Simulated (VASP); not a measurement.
A run of VASP 6.6.1:

INCAR

```
PREC = Accurate
ENCUT = 600
EDIFF = 1E-6
ISMEAR = 0
SIGMA = 0.1
LREAL = F
LASPH = T
NELM = 100
ALGO = Normal
ISIF = 3
LWAVE = F
LCHARG = F
IBRION = 2
NSW = 70
EDIFFG = -0.005
```

KPOINTS

```
regular mesh
0
Gamma
  14 14 14
```

Contents of POSCAR:

```
ZnCu
1.0
    2.9631826013      0.0000000000      0.0000000000
    0.0000000000      2.9631826013      0.0000000000
    0.0000000000      0.0000000000      2.9631826013
Zn Cu
1 1
Direct
    0.5000000000      0.5000000000      0.5000000000
    0.0000000000      0.0000000000      0.0000000000
```

Potentials or basis: VASP PAW LDA potentials, release 64 (Zn, Cu).

Command:

```sh
$ cat potpaw_LDA.64/Zn/POTCAR potpaw_LDA.64/Cu/POTCAR > POTCAR
$ mpirun -np 1 vasp_std > vasp.out
```

Hardware: 1 thread of Intel(R) Xeon(R) Platinum 8488C (Sapphire Rapids), with other jobs on the host.

Question: Estimate the wall time of this run.

Answer: It took 76 s on 1 thread of Intel(R) Xeon(R) Platinum 8488C (Sapphire Rapids) (shared host), peak memory 0.18 GiB. Counts: scf iterations 51, k points 120, ion steps 10.
